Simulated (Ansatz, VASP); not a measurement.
**Two plane-wave programs on GaSb**

Contents of POSCAR:

```
GaSb
1.0
    0.0000000000      3.0658788003      3.0658788003
    3.0658788003      0.0000000000      3.0658788003
    3.0658788003      3.0658788003      0.0000000000
Ga Sb
1 1
Direct
    0.0000000000      0.0000000000      0.0000000000
    0.2500000000      0.2500000000      0.2500000000
```

INCAR.step1

```
PREC = Accurate
ENCUT = 550
ISMEAR = -1
SIGMA = 0.02
LREAL = F
LASPH = T
NELM = 120
NBANDS = 21
GGA = PE
ALGO = Normal
EDIFF = 1E-5
LWAVE = T
LCHARG = F
GGA_COMPAT = F
```

INCAR.step2

```
PREC = Accurate
ENCUT = 550
EDIFF = 1E-6
ISMEAR = -1
SIGMA = 0.02
LREAL = F
LASPH = T
NELM = 120
ALGO = Normal
ISIF = 2
LWAVE = F
LCHARG = F
METAGGA = R2SCAN
LMIXTAU = T
NBANDS = 21
ISTART = 1
GGA_COMPAT = F
```

File KPOINTS:

```
Automatic mesh
0
Gamma
  8 8 8
```

Input for Ansatz:

```yaml
crystal:
  lattice:
    - [0.0, 3.0658788003, 3.0658788003]
    - [3.0658788003, 0.0, 3.0658788003]
    - [3.0658788003, 3.0658788003, 0.0]
  atoms:
    - { symbol: Ga, position: [0.0, 0.0, 0.0] }
    - { symbol: Sb, position: [0.25, 0.25, 0.25] }
kpoints:
  mp_grid: { grid: [8, 8, 8] }
  band_path:
    path:
      - [0.0, 0.0, 0.0]
      - [-0.5, -0.5, 0.0]
      - [-0.375, -0.375, 0.25]
      - [-0.375, 0.0, 0.375]
      - [0.0, 0.0, 0.5]
      - [-0.5, -0.25, 0.25]
    npoints: 1
hamiltonian:
  xc: r2scan
scf:
  occupations: { method: fermi_dirac, width: 0.02 }
  n_extra_bands: 4
output:
  forces: true
  stress: true
  eigenvalues: true
  write_density: true
  write_potential: true
  elf: true
  volumetric_format: npy
```

Alike in both runs: task single point; functional r2SCAN; k mesh 8 × 8 × 8; occupations fermi-dirac, width 0.02 eV; no spin polarisation.

```csv
,VASP,Ansatz
version,VASP 6.6.1,Ansatz 0.2.0
potentials or method,"VASP PAW PBE potentials, release 64 (Ga_d, Sb_d_GW)","plane waves, PAW"
plane-wave cutoff (eV),550,500
valence electrons in the cell,28,28
```

|  | VASP | Ansatz | Ansatz less VASP |
| --- | --- | --- | --- |
| pressure (GPa) | 0.0 | 0.0 | 0.00 |

VASP's potentials were made for PBE, not for r2SCAN. With one functional, cell and mesh, what is left measures potentials, basis and numerics.

Neither program's run includes spin-orbit coupling.
